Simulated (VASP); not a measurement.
# Ti (I4/mmm) in VASP: notebook, part 2 of 2

VASP 6.6.1. The steps go on from the part before.

### 3 Single point, r2SCAN (strain +0.0375 x Voigt [0, 1, 0, 0, 0, 0])

POSCAR reads:

```
Ti
1.0
   -1.6410000000      1.7025375000      1.6410000000
    1.6410000000     -1.7025375000      1.6410000000
    1.6410000000      1.7025375000     -1.6410000000
Ti
1
Direct
    0.0000000000      0.0000000000      0.0000000000
```

INCAR.step1 reads:

```
SYSTEM = Ti
ALGO = Normal ; EDIFF = 1E-4
ENCUT = 520 ; GGA = PE
ISMEAR = 0 ; LASPH = .TRUE.
LCHARG = .FALSE. ; LREAL = .FALSE.
LWAVE = .TRUE. ; NBANDS = 12
NELM = 80 ; PREC = Accurate
SIGMA = 0.15
```

INCAR.step2 reads:

```
SYSTEM = Ti
ALGO = Normal ; EDIFF = 1E-6
ENCUT = 520 ; ISIF = 2
ISMEAR = 0 ; ISTART = 1
LASPH = .TRUE. ; LCHARG = .FALSE.
LMIXTAU = .TRUE. ; LREAL = .FALSE.
LWAVE = .FALSE. ; METAGGA = R2SCAN
NBANDS = 12 ; NELM = 80
PREC = Accurate ; SIGMA = 0.15
```

KPOINTS reads:

```
k-points
0
G
  20 20 20
  0 0 0
```

Potentials or basis: VASP PAW PBE potentials, release 64 (Ti_sv).

Launch:

```bash
cat potpaw_PBE.64/Ti_sv/POTCAR > POTCAR
cp INCAR.step1 INCAR
mpirun -np 1 vasp_std > vasp.out
cp INCAR.step2 INCAR
mpirun -np 1 vasp_std > vasp.out
```

OUTCAR:

```text
SYSTEM = Ti
   EDIFF = 1E-6
   ENCUT = 520
   ISIF = 2
   ISMEAR = 0
   ISTART = 1
   LASPH = .TRUE.
   LREAL = .FALSE.
   METAGGA = R2SCAN
   NELM = 80
   PREC = Accurate

 ion  position               nearest neighbor table
   1  0.000  0.000  0.000-

  LATTYP: Found a body centered tetragonal cell.
 ALAT       =     3.2820000000
 C/A-ratio  =     1.0375000000

  Lattice vectors:

 A1 = (  -1.6410000000,  -1.7025375000,   1.6410000000)
 A2 = (   1.6410000000,  -1.7025375000,  -1.6410000000)
 A3 = (   1.6410000000,   1.7025375000,   1.6410000000)

Analysis of symmetry for initial positions (statically):
=====================================================================
 Subroutine PRICEL returns:
 Original cell was already a primitive cell.

 Routine SETGRP: Setting up the symmetry group for a
 body centered tetragonal supercell.

 Subroutine GETGRP returns: Found 16 space group operations
 (whereof 16 operations were pure point group operations)
 out of a pool of 16 trial point group operations.

The static configuration has the point symmetry D_4h.

Analysis of symmetry for dynamics (positions and initial velocities):
=====================================================================
 Subroutine PRICEL returns:
 Original cell was already a primitive cell.

 Routine SETGRP: Setting up the symmetry group for a
 body centered tetragonal supercell.

 Subroutine GETGRP returns: Found 16 space group operations
 (whereof 16 operations were pure point group operations)
 out of a pool of 16 trial point group operations.

The dynamic configuration has the point symmetry D_4h.

 Subroutine INISYM returns: Found 16 space group operations
 (whereof 16 operations are pure point group operations),
 and found     1 'primitive' translations

----------------------------------------------------------------------------------------

                                     Primitive cell

  volume of cell :      18.3389

  direct lattice vectors                    reciprocal lattice vectors
    -1.641000000  1.702537500  1.641000000     0.000000000  0.293679288  0.304692261
     1.641000000 -1.702537500  1.641000000     0.304692261  0.000000000  0.304692261
     1.641000000  1.702537500 -1.641000000     0.304692261  0.293679288  0.000000000

  length of vectors
     2.878262660  2.878262660  2.878262660     0.423184236  0.430899928  0.423184236

  position of ions in fractional coordinates (direct lattice)
     0.000000000  0.000000000  0.000000000

  ion indices of the primitive-cell ions
   primitive index   ion index
                 1           1

----------------------------------------------------------------------------------------

 KPOINTS: k-points

Automatic generation of k-mesh.
 Grid dimensions read from file:
 generate k-points for:   20   20   20

 Generating k-lattice:

  Cartesian coordinates                     Fractional coordinates (reciprocal lattice)
     0.000000000  0.014683964  0.015234613     0.050000000  0.000000000 -0.000000000
     0.015234613  0.000000000  0.015234613     0.000000000  0.050000000  0.000000000
     0.015234613  0.014683964  0.000000000    -0.000000000  0.000000000  0.050000000

  Length of vectors
     0.021159212  0.021544996  0.021159212

  Shift w.r.t. Gamma in fractional coordinates (k-lattice)
     0.000000000  0.000000000  0.000000000

 Subroutine IBZKPT returns following result:
 ===========================================

 Found    641 irreducible k-points:

 Following reciprocal coordinates:
            Coordinates               Weight
  0.000000  0.000000  0.000000      1.000000
  0.050000  0.000000 -0.000000      8.000000
  0.100000  0.000000 -0.000000      8.000000
  0.150000  0.000000 -0.000000      8.000000
  0.200000  0.000000 -0.000000      8.000000
  0.250000  0.000000  0.000000      8.000000
[... 16 lines left out ...]
 -0.450000  0.050000 -0.000000     16.000000
 -0.400000  0.050000  0.000000     16.000000
 [... further k-points ...]
   k-points           NKPTS =    641   k-points in BZ     NKDIM =    641   number of bands    NBANDS=     12
   number of dos      NEDOS =    301   number of ions     NIONS =      1
   total plane-waves  NPLWV =  13824
   dimension x,y,z NGX =    24 NGY =   24 NGZ =   24
   dimension x,y,z NGXF=    48 NGYF=   48 NGZF=   48
   ions per type =               1
   NGX,Y,Z   is equivalent  to a cutoff of  13.86, 13.86, 13.86 a.u.
   NGXF,Y,Z  is equivalent  to a cutoff of  27.72, 27.72, 27.72 a.u.
 SYSTEM =  Ti
   PREC   = accura    normal or accurate (medium, high low for compatibility)
   ISTART =      1    job   : 0-new  1-cont  2-samecut
   ICHARG =      0    charge: 1-file 2-atom 10-const
   ISPIN  =      1    spin polarized calculation?
   LNONCOLLINEAR =      F non collinear calculations
   LSORBIT =      F    spin-orbit coupling
   LASPH  =      T    aspherical Exc in radial PAW
   ENCUT  =  520.0 eV  38.22 Ry    6.18 a.u.   5.35  5.35  5.35*2*pi/ulx,y,z
   NELM   =     80;   NELMIN=  2; NELMDL=  0     # of ELM steps
   EDIFF  = 0.1E-05   stopping-criterion for ELM
   LREAL  =      F    real-space projection
   EDIFFG = 0.1E-04   stopping-criterion for IOM
   NSW    =      0    number of steps for IOM
   IBRION =     -1    ionic relax: 0-MD 1-quasi-New 2-CG
   NFREE  =      0    steps in history (QN), initial steepest desc. (CG)
   ISIF   =      2    stress and relaxation
   ISYM   =      2    0-nonsym 1-usesym 2-fastsym
   POTIM  = 0.5000    time-step for ionic-motion
   TEBEG  =    0.0;   TEEND  =   0.0 temperature during run
   PSTRESS=    0.0 pullay stress
   NELECT =      12.0000    total number of electrons
   NUPDOWN=      -1.0000    fix difference up-down
   EMIN   =  10.00;   EMAX   =-10.00  energy-range for DOS
   EFERMI =   0.00;   METHOD = LEGACY
   ISMEAR =     0;   SIGMA  =   0.15  broadening in eV -4-tet -1-fermi 0-gaus
   EFERMI_NEDOS =   21; number of points for ismear=-14 and -15
   IALGO  =     38    algorithm
   IMIX   =      4    mixing-type and parameters
     AMIX     =   0.40;   BMIX     =  1.00
     AMIX_MAG =   1.60;   BMIX_MAG =  1.00
  volume/ion in A,a.u.               =      18.34       123.76
  Fermi-wavevector in a.u.,A,eV,Ry     =   1.421272  2.685815 27.483973  2.020015
  Thomas-Fermi vector in A             =   2.542099
   LORBIT       =      0    0 simple, 1 ext, 2 COOP (PROOUT), +10 PAW based schemes
   METAGGA = R2SCAN    functional components
   LHFCALC =     F    Hartree Fock is set to
   AEXX    =    0.0000 exact exchange contribution
   IVDW    =     0    specifies the selected vdW correction
   LEPSILON=     F    determine dielectric tensor
   LRPA    =     F    only Hartree local field effects (RPA)
 non-spin polarized calculation
 Gauss-broadening in eV      SIGMA  =   0.15
  energy-cutoff  :      520.00
  volume of cell :       18.34
 maximum number of plane-waves:       508
 NGX is ok and might be reduce to    24
   NGX = 11   NGY = 11   NGZ = 11

 number of electron      12.0000003 magnetization

 Free energy of the ion-electron system (eV)
  ---------------------------------------------------
  ext. energy  EPLUGINS =         0.00000000
  ---------------------------------------------------
  free energy    TOTEN  =       -12.80811014 eV

  energy without entropy =      -12.78060622  energy(sigma->0) =      -12.79435818

 E-fermi :   7.5661     XC(G=0): -12.1250

 val. band max:        7.5640228866   @ k =   0.1500   0.2000   0.0500
 cond. band min:       7.5664140071   @ k =  -0.4500  -0.3500   0.1000
 fundamental gap:      0.0023911205
 Fermi energy:         7.5661383957

 k-point     1 :       0.0000    0.0000    0.0000
  band No.  band energies     occupation
      1     -51.4771      2.00000
      2     -26.3376      2.00000
      3     -26.3376      2.00000
      4     -26.3337      2.00000
      5       1.3386      2.00000
      6       8.5614      0.00000
      7       8.5614      0.00000
      8       8.8298      0.00000
      9      10.1445      0.00000
     10      10.4512      0.00000
     11      24.8289      0.00000
     12      25.4951      0.00000
[... 331 lines left out ...]
 k-point    24 :      -0.4000    0.0500    0.0000
  band No.  band energies     occupation
      1     -51.3840      2.00000
      2     -26.8331      2.00000
      3     -26.4912      2.00000
      4     -26.3406      2.00000
      5       4.7053      2.00000
      6       7.5565      1.07262
      7       7.7642      0.06190
      8      10.1236      0.00000
      9      10.5467      0.00000
     10      11.2375      0.00000
     11      17.7290      0.00000
     12      21.8048      0.00000

 [... further k-points ...]

------------------------ aborting loop because EDIFF is reached ----------------------------------------

  FORCE on cell =-STRESS in cart. coord.  units (eV):
  Direction    XX          YY          ZZ          XY          YZ          ZX
  --------------------------------------------------------------------------------------
  -------------------------------------------------------------------------------------
  Total       -0.7480353     -0.5840549     -0.7480353      0.0000000      0.0000000      0.0000000
  in kB      -65.3519943    -51.0258689    -65.3519943      0.0000000      0.0000000      0.0000000
  external PRESSURE =     -60.5766192 kB  Pullay stress =       0.0000000 kB

 VOLUME and BASIS-vectors are now :
 -----------------------------------------------------------------------------
  energy-cutoff  :      520.00
  volume of cell :       18.34
      direct lattice vectors                 reciprocal lattice vectors
    -1.641000000  1.702537500  1.641000000     0.000000000  0.293679288  0.304692261
     1.641000000 -1.702537500  1.641000000     0.304692261  0.000000000  0.304692261
     1.641000000  1.702537500 -1.641000000     0.304692261  0.293679288  0.000000000

 POSITION                                       TOTAL-FORCE (eV/Angst)
 -----------------------------------------------------------------------------------
      0.00000      0.00000      0.00000         0.000000     -0.000000      0.000000
 -----------------------------------------------------------------------------------
    total drift:                                0.000000      0.000000     -0.000000

  FREE ENERGIE OF THE ION-ELECTRON SYSTEM (eV)
  ---------------------------------------------------
  free  energy   TOTEN  =       -12.8081101385 eV

  energy  without entropy=      -12.7806062198  energy(sigma->0) =      -12.79435818
```

OUTCAR.step1:

```text
SYSTEM = Ti
   EDIFF = 1E-4
   ENCUT = 520
   GGA = PE
   ISMEAR = 0
   LASPH = .TRUE.
[... 579 lines left out ...]
 -----------------------------------------------------------------------------------
      0.00000      0.00000      0.00000         0.000000      0.000000      0.000000
 -----------------------------------------------------------------------------------
    total drift:                               -0.000000      0.000000      0.000000

  FREE ENERGIE OF THE ION-ELECTRON SYSTEM (eV)
  ---------------------------------------------------
  free  energy   TOTEN  =        -7.7175768160 eV

  energy  without entropy=       -7.6889545258  energy(sigma->0) =       -7.70326567
```

Wall time 6.2 min (1 thread of Intel Xeon Platinum 8375C at 2.90GHz (Ice Lake), shared host); peak memory 0.25 GiB.

What came out:

- Free energy: -12.8081 eV
- Pressure: -6.1 GPa
- Band gap on the k mesh: zero (bands 6 and 7 overlap by 1.68 eV)

Levels at points of the mesh, in eV from the Fermi level:
```csv
k point,band 3,band 4,band 5,band 6,band 7,band 8,band 9,band 10
"(0.00, 0.00, 0.00)",-33.90,-33.90,-6.23,1.00,1.00,1.26,2.58,2.89
"(0.50, 0.00, 0.00)",-34.08,-33.90,-2.46,-0.18,0.72,2.59,3.07,4.16
"(0.00, 0.50, 0.00)",-34.09,-33.92,-2.44,-0.50,0.97,2.93,3.14,4.19
"(0.50, 0.50, 0.50)",-34.29,-34.29,-2.12,-2.04,3.82,3.86,3.86,7.59
```

Caveat: the cell differs from its parent crystal (strain +0.0375 x Voigt [0, 1, 0, 0, 0, 0]); the cell stands under tension; the PAW data sets were made with another functional, which shifts forces and pressure a little.
